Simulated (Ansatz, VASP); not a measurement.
## One calculation of HCl, two programs

File INCAR:

```
SYSTEM = HCl
PREC = Accurate
ENCUT = 520
EDIFF = 1E-6
ISMEAR = 0
SIGMA = 0.1
LREAL = .FALSE.
LASPH = .TRUE.
NELM = 100
ALGO = Normal
ISIF = 2
LWAVE = .FALSE.
LCHARG = .TRUE.
GGA = PS
LELF = .TRUE.
LVHAR = .TRUE.
NBANDS = 11
```

Contents of KPOINTS:

```
regular mesh
0
G
  16 16 16
  0 0 0
```

File POSCAR:

```
HCl
1.0
    0.0000000000      2.2436017201      2.2436017201
    2.2436017201      0.0000000000      2.2436017201
    2.2436017201      2.2436017201      0.0000000000
H Cl
1 1
Direct
    0.0000000000      0.0000000000      0.0000000000
    0.5000000000      0.5000000000      0.5000000000
```

Input for Ansatz:

```yaml
crystal:
  lattice:
    - [0.0, 2.2436017201, 2.2436017201]
    - [2.2436017201, 0.0, 2.2436017201]
    - [2.2436017201, 2.2436017201, 0.0]
  atoms:
    - { symbol: H, position: [0.0, 0.0, 0.0] }
    - { symbol: Cl, position: [0.5, 0.5, 0.5] }
basis:
  ecutwfc: 420
kpoints:
  mp_grid: { grid: [16, 16, 16] }
hamiltonian:
  xc: pbesol
scf:
  occupations: { method: gaussian, width: 0.1 }
output:
  forces: true
  stress: true
  eigenvalues: true
```

Alike in both runs: task single point; functional PBEsol; k mesh 16 × 16 × 16; occupations gaussian, width 0.1 eV; no spin polarisation.

```csv
,VASP,Ansatz
version,VASP 6.6.1,Ansatz 0.2.0
potentials or method,"VASP PAW PBE potentials, release 64 (H, Cl), cutoff 520 eV","scalar-relativistic, plane waves, PAW"
valence electrons in the cell,8,8
```

```tsv
	VASP	Ansatz	Ansatz less VASP
gap on the k mesh at the Fermi level (eV)	none	none	-
pressure (GPa)	-2.0	-1.9	+0.13
```

VASP's potentials were made for PBE, not for PBEsol. A gap of «none» marks a metal or a gap that the smearing closes.
